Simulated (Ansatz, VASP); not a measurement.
**TlAs2: VASP beside Ansatz**

```
CELL_PARAMETERS angstrom
4.89328 0.00000 0.00000
0.00000 4.89328 0.00000
0.00000 0.00000 7.05255
ATOMIC_POSITIONS crystal
Tl 0.00000 0.50000 0.65252
Tl 0.50000 0.00000 0.34748
As 0.00000 0.00000 0.00000
As 0.50000 0.50000 0.00000
As 0.00000 0.50000 0.15329
As 0.50000 0.00000 0.84671
```

Alike in both runs: functional PBE; k mesh 4 × 4 × 4; occupations gaussian, width 0.1 eV; no spin polarisation.

Ansatz relaxed the structure, and its values are those at the end. VASP's run is a single point on that final structure, the one shown.

```csv
,VASP,Ansatz
version,VASP 6.6.1,Ansatz 0.2.0
potentials or method,"VASP PAW PBE potentials, release 64 (Tl_d, As), cutoff 520 eV","scalar-relativistic, plane waves, PAW"
valence electrons in the cell,46,86
```

Ansatz gave:

* gap on the k mesh at the Fermi level (eV): none
* pressure (GPa): 0.2
* rms of the force components (eV/Å): 0.005

**Question.** What did VASP give for the same quantities?

**Answer.** gap on the k mesh at the Fermi level (eV): none; pressure (GPa): 0.3; rms of the force components (eV/Å): 0.007.

A gap of «none» marks a metal or a gap that the smearing closes. With one functional, cell and mesh, what is left measures potentials, basis and numerics. VASP's potentials hold 46 valence electrons a cell and Ansatz's 86, so a difference there can come from the potentials and not from the codes.

Neither program's run includes spin-orbit coupling.
